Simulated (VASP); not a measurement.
# SnO (P4/nmm) in VASP: further runs

Runs on SnO. Level: r2SCAN. Tasks: single point.

All numbers are computed with VASP 6.6.1; they aren't measurements. Logs are shortened: lines on timing, memory, paths and dates and some standing lists are left out, and cuts for length are marked.

## (1) The cell of the first run

It takes space group P4/nmm (No. 129, tetragonal). Conventional cell: a = 3.809 Å, b = 3.809 Å, c = 4.931 Å, α = 90.00°, β = 90.00°, γ = 90.00°. Within 2.9 Å of Sn (site symmetry 4mm) lie 4 O at 2.22 Å. Within 2.9 Å of O (site symmetry -4m2) lie 4 Sn at 2.22 Å and 4 O at 2.69 Å.

## (2) Single point, r2SCAN

The input, POSCAR:

```
SnO
1.0
    3.8087037378      0.0000000000      0.0000000000
    0.0000000000      3.8087037378      0.0000000000
    0.0000000000      0.0000000000      4.9308709319
Sn O
2 2
Direct
    0.5000000000      0.0000000000      0.2325790939
    0.0000000000      0.5000000000      0.7674209061
    0.0000000000      0.0000000000      0.0000000000
    0.5000000000      0.5000000000      0.0000000000
```

The input, INCAR.step1:

```
SYSTEM = SnO
PREC = Accurate
ENCUT = 520
ISMEAR = 0
SIGMA = 0.01
LREAL = .FALSE.
LASPH = .TRUE.
NELM = 100
NBANDS = 28
GGA = PE
ALGO = Normal
EDIFF = 1E-4
LWAVE = .TRUE.
LCHARG = .FALSE.
```

The input, INCAR.step2:

```
SYSTEM = SnO
PREC = Accurate
ENCUT = 520
EDIFF = 1E-6
ISMEAR = 0
SIGMA = 0.01
LREAL = .FALSE.
LASPH = .TRUE.
NELM = 100
ALGO = Normal
ISIF = 2
LWAVE = .FALSE.
LCHARG = .TRUE.
METAGGA = R2SCAN
LMIXTAU = .TRUE.
LELF = .TRUE.
LVHAR = .TRUE.
NBANDS = 28
ISTART = 1
```

The input, KPOINTS:

```
regular mesh
0
G
  10 10 8
  0 0 0
```

Potentials or basis: VASP PAW PBE potentials, release 64 (Sn_d, O).

Launch:

```
$ cat potpaw_PBE.64/Sn_d/POTCAR potpaw_PBE.64/O/POTCAR > POTCAR
$ cp INCAR.step1 INCAR
$ mpirun -np 1 vasp_std > vasp.out
$ cp INCAR.step2 INCAR
$ mpirun -np 1 vasp_std > vasp.out
```

OUTCAR:

```text
SYSTEM = SnO
   PREC = Accurate
   ENCUT = 520
   EDIFF = 1E-6
   ISMEAR = 0
   LREAL = .FALSE.
   LASPH = .TRUE.
   NELM = 100
   ISIF = 2
   METAGGA = R2SCAN
   ISTART = 1

 ion  position               nearest neighbor table
   1  0.500  0.000  0.233-   3 2.22   4 2.22   4 2.22   3 2.22   2 3.54   2 3.54   2 3.54   2 3.54

   2  0.000  0.500  0.767-   3 2.22   4 2.22   3 2.22   4 2.22   1 3.54   1 3.54   1 3.54   1 3.54

   3  0.000  0.000  0.000-   1 2.22   2 2.22   2 2.22   1 2.22
   4  0.500  0.500  0.000-   1 2.22   2 2.22   1 2.22   2 2.22

  LATTYP: Found a simple tetragonal cell.
 ALAT       =     3.8087037378
 C/A-ratio  =     1.2946323136

  Lattice vectors:

 A1 = (   3.8087037378,   0.0000000000,   0.0000000000)
 A2 = (   0.0000000000,   3.8087037378,   0.0000000000)
 A3 = (   0.0000000000,   0.0000000000,   4.9308709319)

Analysis of symmetry for initial positions (statically):
=====================================================================
 Subroutine PRICEL returns:
 Original cell was already a primitive cell.

 Routine SETGRP: Setting up the symmetry group for a
 simple tetragonal supercell.

 Subroutine GETGRP returns: Found 16 space group operations
 (whereof  8 operations were pure point group operations)
 out of a pool of 16 trial point group operations.

The static configuration has the point symmetry D_2d.
 The point group associated with its full space group is D_4h.

Analysis of symmetry for dynamics (positions and initial velocities):
=====================================================================
 Subroutine PRICEL returns:
 Original cell was already a primitive cell.

 Routine SETGRP: Setting up the symmetry group for a
 simple tetragonal supercell.

 Subroutine GETGRP returns: Found 16 space group operations
 (whereof  8 operations were pure point group operations)
 out of a pool of 16 trial point group operations.

The dynamic configuration has the point symmetry D_2d.
 The point group associated with its full space group is D_4h.

 Subroutine INISYM returns: Found 16 space group operations
 (whereof  8 operations are pure point group operations),
 and found     1 'primitive' translations

----------------------------------------------------------------------------------------

                                     Primitive cell

  volume of cell :      71.5283

  direct lattice vectors                    reciprocal lattice vectors
     3.808703738  0.000000000  0.000000000     0.262556520  0.000000000  0.000000000
     0.000000000  3.808703738  0.000000000     0.000000000  0.262556520  0.000000000
     0.000000000  0.000000000  4.930870932     0.000000000  0.000000000  0.202803929

  length of vectors
     3.808703738  3.808703738  4.930870932     0.262556520  0.262556520  0.202803929

  position of ions in fractional coordinates (direct lattice)
     0.500000000  0.000000000  0.232579094
     0.000000000  0.500000000  0.767420906
     0.000000000  0.000000000  0.000000000
     0.500000000  0.500000000  0.000000000

  ion indices of the primitive-cell ions
   primitive index   ion index
                 1           1
                 2           2
                 3           3
                 4           4

----------------------------------------------------------------------------------------

 KPOINTS: regular mesh

Automatic generation of k-mesh.
 Grid dimensions read from file:
 generate k-points for:   10   10    8

 Generating k-lattice:

  Cartesian coordinates                     Fractional coordinates (reciprocal lattice)
     0.026255652  0.000000000  0.000000000     0.100000000  0.000000000  0.000000000
     0.000000000  0.026255652  0.000000000     0.000000000  0.100000000  0.000000000
     0.000000000  0.000000000  0.025350491     0.000000000  0.000000000  0.125000000

  Length of vectors
     0.026255652  0.026255652  0.025350491

  Shift w.r.t. Gamma in fractional coordinates (k-lattice)
     0.000000000  0.000000000  0.000000000

 Subroutine IBZKPT returns following result:
 ===========================================

 Found    105 irreducible k-points:

 Following reciprocal coordinates:
            Coordinates               Weight
  0.000000  0.000000  0.000000      1.000000
  0.100000  0.000000  0.000000      4.000000
  0.200000  0.000000  0.000000      4.000000
  0.300000  0.000000  0.000000      4.000000
  0.400000  0.000000  0.000000      4.000000
  0.500000  0.000000  0.000000      2.000000
[... 16 lines left out ...]
  0.100000  0.000000  0.125000      8.000000
  0.200000  0.000000  0.125000      8.000000
 [... further k-points ...]
   k-points           NKPTS =    105   k-points in BZ     NKDIM =    105   number of bands    NBANDS=     28
   number of dos      NEDOS =    301   number of ions     NIONS =      4
   total plane-waves  NPLWV =  31360
   dimension x,y,z NGX =    28 NGY =   28 NGZ =   40
   dimension x,y,z NGXF=    56 NGYF=   56 NGZF=   80
   ions per type =               2   2
   NGX,Y,Z   is equivalent  to a cutoff of  12.22, 12.22, 13.49 a.u.
   NGXF,Y,Z  is equivalent  to a cutoff of  24.44, 24.44, 26.97 a.u.
 SYSTEM =  SnO
   PREC   = accura    normal or accurate (medium, high low for compatibility)
   ISTART =      1    job   : 0-new  1-cont  2-samecut
   ICHARG =      0    charge: 1-file 2-atom 10-const
   ISPIN  =      1    spin polarized calculation?
   LNONCOLLINEAR =      F non collinear calculations
   LSORBIT =      F    spin-orbit coupling
   LASPH  =      T    aspherical Exc in radial PAW
   ENCUT  =  520.0 eV  38.22 Ry    6.18 a.u.   7.08  7.08  9.17*2*pi/ulx,y,z
   NELM   =    100;   NELMIN=  2; NELMDL=  0     # of ELM steps
   EDIFF  = 0.1E-05   stopping-criterion for ELM
   LREAL  =      F    real-space projection
   EDIFFG = 0.1E-04   stopping-criterion for IOM
   NSW    =      0    number of steps for IOM
   IBRION =     -1    ionic relax: 0-MD 1-quasi-New 2-CG
   NFREE  =      0    steps in history (QN), initial steepest desc. (CG)
   ISIF   =      2    stress and relaxation
   ISYM   =      2    0-nonsym 1-usesym 2-fastsym
   POTIM  = 0.5000    time-step for ionic-motion
   TEBEG  =    0.0;   TEEND  =   0.0 temperature during run
   PSTRESS=    0.0 pullay stress
   NELECT =      40.0000    total number of electrons
   NUPDOWN=      -1.0000    fix difference up-down
   EMIN   =  10.00;   EMAX   =-10.00  energy-range for DOS
   EFERMI =   0.00;   METHOD = LEGACY
   ISMEAR =     0;   SIGMA  =   0.01  broadening in eV -4-tet -1-fermi 0-gaus
   EFERMI_NEDOS =   21; number of points for ismear=-14 and -15
   IALGO  =     38    algorithm
   IMIX   =      4    mixing-type and parameters
     AMIX     =   0.40;   BMIX     =  1.00
     AMIX_MAG =   1.60;   BMIX_MAG =  1.00
  volume/ion in A,a.u.               =      17.88       120.67
  Fermi-wavevector in a.u.,A,eV,Ry     =   1.348763  2.548792 24.751179  1.819160
  Thomas-Fermi vector in A             =   2.476405
   LORBIT       =      0    0 simple, 1 ext, 2 COOP (PROOUT), +10 PAW based schemes
   METAGGA = R2SCAN    functional components
   LHFCALC =     F    Hartree Fock is set to
   AEXX    =    0.0000 exact exchange contribution
   IVDW    =     0    specifies the selected vdW correction
   LEPSILON=     F    determine dielectric tensor
   LRPA    =     F    only Hartree local field effects (RPA)
 non-spin polarized calculation
 Gauss-broadening in eV      SIGMA  =   0.01
  energy-cutoff  :      520.00
  volume of cell :       71.53
 maximum number of plane-waves:      1952
   NGX = 15   NGY = 15   NGZ = 19

 number of electron      39.9999993 magnetization

 Free energy of the ion-electron system (eV)
  ---------------------------------------------------
  ext. energy  EPLUGINS =         0.00000000
  ---------------------------------------------------
  free energy    TOTEN  =       -66.90381095 eV

  energy without entropy =      -66.90381095  energy(sigma->0) =      -66.90381095

 E-fermi :   7.0083     XC(G=0): -10.8003

 val. band max:        6.9086049096   @ k =   0.0000   0.0000   0.0000
 cond. band min:       7.2746165623   @ k =   0.5000   0.5000   0.0000
 fundamental gap:      0.3660116527
 Fermi energy:         7.0083485374

 k-point     1 :       0.0000    0.0000    0.0000
  band No.  band energies     occupation
      1     -16.0202      2.00000
      2     -15.4580      2.00000
      3     -15.4421      2.00000
      4     -15.4421      2.00000
      5     -15.3957      2.00000
      6     -15.3726      2.00000
[... 20 lines left out ...]
     27      14.0543      0.00000
     28      14.7266      0.00000

 k-point     2 :       0.1000    0.0000    0.0000
  band No.  band energies     occupation
      1     -16.0146      2.00000
      2     -15.4617      2.00000
      3     -15.4404      2.00000
      4     -15.4399      2.00000
      5     -15.4235      2.00000
      6     -15.3969      2.00000
[... 20 lines left out ...]
     27      14.2713      0.00000
     28      15.5141      0.00000

 k-point     3 :       0.2000    0.0000    0.0000
  band No.  band energies     occupation
      1     -15.9985      2.00000
      2     -15.5721      2.00000
      3     -15.4352      2.00000
      4     -15.4338      2.00000
      5     -15.4305      2.00000
      6     -15.4000      2.00000
[... 20 lines left out ...]
     27      14.4976      0.00000
     28      17.1342      0.00000

 k-point     4 :       0.3000    0.0000    0.0000
  band No.  band energies     occupation
      1     -15.9725      2.00000
      2     -15.6986      2.00000
      3     -15.4266      2.00000
      4     -15.4256      2.00000
      5     -15.4164      2.00000
      6     -15.4040      2.00000
[... 578 lines left out ...]
     27      13.9753      0.00000
     28      14.8475      0.00000

 k-point    23 :       0.1000    0.0000    0.1250
  band No.  band energies     occupation
      1     -16.0129      2.00000
      2     -15.4653      2.00000
      3     -15.4390      2.00000
      4     -15.4374      2.00000
      5     -15.4236      2.00000
      6     -15.3951      2.00000
[... 20 lines left out ...]
     27      14.2459      0.00000
     28      15.5800      0.00000

 k-point    24 :       0.2000    0.0000    0.1250
  band No.  band energies     occupation
      1     -15.9974      2.00000
      2     -15.5766      2.00000
      3     -15.4338      2.00000
      4     -15.4322      2.00000
      5     -15.4307      2.00000
      6     -15.3980      2.00000
[... 20 lines left out ...]
     27      14.5930      0.00000
     28      17.1145      0.00000

 [... further k-points ...]

------------------------ aborting loop because EDIFF is reached ----------------------------------------

  FORCE on cell =-STRESS in cart. coord.  units (eV):
  Direction    XX          YY          ZZ          XY          YZ          ZX
  --------------------------------------------------------------------------------------
  -------------------------------------------------------------------------------------
  Total        0.2508257      0.2508257      0.2419884      0.0000000      0.0000000      0.0000000
  in kB        5.6182952      5.6182952      5.4203468      0.0000000      0.0000000      0.0000000
  external PRESSURE =       5.5523124 kB  Pullay stress =       0.0000000 kB

 VOLUME and BASIS-vectors are now :
 -----------------------------------------------------------------------------
  energy-cutoff  :      520.00
  volume of cell :       71.53
      direct lattice vectors                 reciprocal lattice vectors
     3.808703738  0.000000000  0.000000000     0.262556520  0.000000000  0.000000000
     0.000000000  3.808703738  0.000000000     0.000000000  0.262556520  0.000000000
     0.000000000  0.000000000  4.930870932     0.000000000  0.000000000  0.202803929

 POSITION                                       TOTAL-FORCE (eV/Angst)
 -----------------------------------------------------------------------------------
      1.90435      0.00000      1.14682         0.000000      0.000000      0.140677
      0.00000      1.90435      3.78405        -0.000000      0.000000     -0.140677
      0.00000      0.00000      0.00000        -0.000000     -0.000000      0.000000
      1.90435      1.90435      0.00000        -0.000000      0.000000      0.000000
 -----------------------------------------------------------------------------------
    total drift:                                0.000000      0.000000     -0.000000

  FREE ENERGIE OF THE ION-ELECTRON SYSTEM (eV)
  ---------------------------------------------------
  free  energy   TOTEN  =       -66.9038109500 eV

  energy  without entropy=      -66.9038109500  energy(sigma->0) =      -66.90381095
```

It took 16 min on 1 thread of Intel Xeon 8259CL, shared host; peak memory 0.3 GiB.

Results:

* Free energy: -66.9038 eV
* Pressure: 0.6 GPa
* Largest force: 0.141 eV/Å
* Band gap on the k mesh: 0.37 eV (least direct gap 2.32 eV)

Forces on the atoms (eV/Å):
```
Sn   0.000  0.000  0.141
Sn   0.000  0.000 -0.141
O    0.000  0.000  0.000
O    0.000  0.000  0.000
```

Levels at points of the mesh, in eV from the valence-band top:
| k point | band 17 | band 18 | band 19 | band 20 | band 21 | band 22 | band 23 | band 24 |
| --- | --- | --- | --- | --- | --- | --- | --- | --- |
| (0.00, 0.00, 0.00) | -3.86 | -3.57 | -3.57 | 0.00 | 2.34 | 4.39 | 5.02 | 5.02 |
| (0.50, 0.00, 0.00) | -5.25 | -5.25 | -2.86 | -2.86 | 3.38 | 3.38 | 6.22 | 6.22 |
| (0.50, 0.50, 0.00) | -2.89 | -2.89 | -2.06 | -2.06 | 0.37 | 0.37 | 4.76 | 4.76 |
| (0.00, 0.00, 0.50) | -3.58 | -3.58 | -3.22 | -2.50 | 1.97 | 3.29 | 3.29 | 3.89 |
| (0.50, 0.00, 0.50) | -5.22 | -5.22 | -1.96 | -1.96 | 2.71 | 2.71 | 5.80 | 5.80 |
| (0.50, 0.50, 0.50) | -2.89 | -2.89 | -2.77 | -2.77 | 2.57 | 2.57 | 4.22 | 4.22 |

Caveat: semilocal functionals underestimate gaps, and a narrow one can read as zero; the PAW data sets were made with another functional, which shifts forces and pressure a little; spin-orbit coupling is left out, which moves the levels of the heavy elements.

## (3) Single point, r2SCAN

The input, POSCAR:

```
SnO
1.0
    3.8077204168      0.0000000000      0.0000000000
    0.0000000000      3.8077204168      0.0000000000
    0.0000000000      0.0000000000      4.9387683478
Sn O
2 2
Direct
    0.5000000000      0.0000000000      0.2322894231
    0.0000000000      0.5000000000      0.7677105769
    0.0000000000      0.0000000000      0.0000000000
    0.5000000000      0.5000000000      0.0000000000
```

The input, INCAR.step1:

```
SYSTEM = SnO
PREC = Accurate
ENCUT = 520
ISMEAR = 0
SIGMA = 0.01
LREAL = .False.
LASPH = .True.
NELM = 100
NBANDS = 28
GGA = PE
ALGO = Normal
EDIFF = 1E-4
LWAVE = .True.
LCHARG = .False.
```

The input, INCAR.step2:

```
SYSTEM = SnO
PREC = Accurate
ENCUT = 520
EDIFF = 1E-6
ISMEAR = 0
SIGMA = 0.01
LREAL = .False.
LASPH = .True.
NELM = 100
ALGO = Normal
ISIF = 2
LWAVE = .False.
LCHARG = .True.
METAGGA = R2SCAN
LMIXTAU = .True.
LELF = .True.
LVHAR = .True.
NBANDS = 28
ISTART = 1
```

The input, KPOINTS:

```
Automatic mesh
0
Gamma
  10 10 8
  0 0 0
```

Potentials or basis: VASP PAW PBE potentials, release 64 (Sn_d, O).

Launch:

```
$ cat potpaw_PBE.64/Sn_d/POTCAR potpaw_PBE.64/O/POTCAR > POTCAR
$ cp INCAR.step1 INCAR
$ mpirun -np 1 vasp_std > vasp.out
$ cp INCAR.step2 INCAR
$ mpirun -np 1 vasp_std > vasp.out
```

Wall time 15 min (1 thread of Intel Xeon 8259CL, shared host); peak memory 0.3 GiB.

The run converged. Its results:

- Free energy: -66.9037 eV
- Pressure: 0.6 GPa
- Largest force: 0.144 eV/Å
- Band gap on the k mesh: 0.37 eV (least direct gap 2.32 eV)

Forces on the atoms (eV/Å):
```
Sn   0.000  0.000  0.144
Sn   0.000  0.000 -0.144
O    0.000  0.000  0.000
O    0.000  0.000  0.000
```

Stress tensor (GPa, compression positive):
```
0.60 0.00 0.00
0.00 0.60 0.00
0.00 0.00 0.52
```

Levels at points of the mesh, in eV from the valence-band top:
| k point | band 18 | band 19 | band 20 | band 21 | band 22 | band 23 |
| --- | --- | --- | --- | --- | --- | --- |
| (0.00, 0.00, 0.00) | -3.57 | -3.57 | 0.00 | 2.34 | 4.37 | 5.03 |
| (0.50, 0.00, 0.00) | -5.25 | -2.86 | -2.86 | 3.37 | 3.37 | 6.21 |
| (0.50, 0.50, 0.00) | -2.89 | -2.07 | -2.07 | 0.37 | 0.37 | 4.75 |
| (0.00, 0.00, 0.50) | -3.58 | -3.23 | -2.50 | 1.98 | 3.30 | 3.30 |
| (0.50, 0.00, 0.50) | -5.22 | -1.96 | -1.96 | 2.70 | 2.70 | 5.81 |
| (0.50, 0.50, 0.50) | -2.89 | -2.77 | -2.77 | 2.57 | 2.57 | 4.21 |

Caveat: semilocal functionals underestimate gaps, and a narrow one can read as zero; the PAW data sets were made with another functional, which shifts forces and pressure a little; spin-orbit coupling is left out, which moves the levels of the heavy elements.
